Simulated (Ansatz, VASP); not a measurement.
**One calculation of Al2Cu, two programs**

The input INCAR:

```
ALGO = Fast ; EDIFF = 1E-7
ENCUT = 520 ; GGA = PE
ISIF = 2 ; ISMEAR = 0
LASPH = T ; LCHARG = F
LREAL = F ; LWAVE = F
NBANDS = 16 ; NELM = 80
PREC = Accurate ; SIGMA = 0.15
```

Contents of KPOINTS:

```
k-points
0
Gamma
  14 14 14
```

The input POSCAR:

```
Al2Cu
1.0
   -2.0446004822      2.0446004822      2.7468500000
    2.0446004822     -2.0446004822      2.7468500000
    2.0446004822      2.0446004822     -2.7468500000
Al Cu
2 1
Direct
    0.7500000000      0.2500000000      0.5000000000
    0.2500000000      0.7500000000      0.5000000000
    0.5000000000      0.5000000000      0.0000000000
```

Input for Ansatz:

```yaml
crystal:
  lattice:
    - [-2.0446004822, 2.0446004822, 2.74685]
    - [2.0446004822, -2.0446004822, 2.74685]
    - [2.0446004822, 2.0446004822, -2.74685]
  atoms:
    - { symbol: Al, position: [0.75, 0.25, 0.5] }
    - { symbol: Al, position: [0.25, 0.75, 0.5] }
    - { symbol: Cu, position: [0.5, 0.5, 0.0] }
basis:
  ecutwfc: 520.0
kpoints:
  mp_grid: { grid: [14, 14, 14] }
hamiltonian:
  xc: pbe
  pseudopotentials: { kind: paw, azcp: { folder: soft_1 } }
scf:
  occupations: { method: gaussian, width: 0.15 }
output:
  forces: true
  stress: true
  eigenvalues: true
```

Alike in both runs: task single point; functional PBE; k mesh 14 × 14 × 14; occupations gaussian, width 0.15 eV; no spin polarisation.

|  | VASP | Ansatz |
| --- | --- | --- |
| version | VASP 6.6.1 | Ansatz 0.2.0 |
| potentials or method | VASP PAW PBE potentials, release 64 (Al, Cu), cutoff 520 eV | scalar-relativistic, plane waves, PAW |
| valence electrons in the cell | 17 | 25 |

```csv
,VASP,Ansatz,Ansatz less VASP
gap on the k mesh at the Fermi level (eV),none,none,-
pressure (GPa),5.9,5.7,-0.17
"traceless stress, the component that is largest in VASP (GPa)",3.95,3.98,+0.031
```

A gap of «none» marks a metal or a gap that the smearing closes. With one functional, cell and mesh, what is left measures potentials, basis and numerics. VASP's potentials hold 17 valence electrons a cell and Ansatz's 25, so a difference there can come from the potentials and not from the codes.
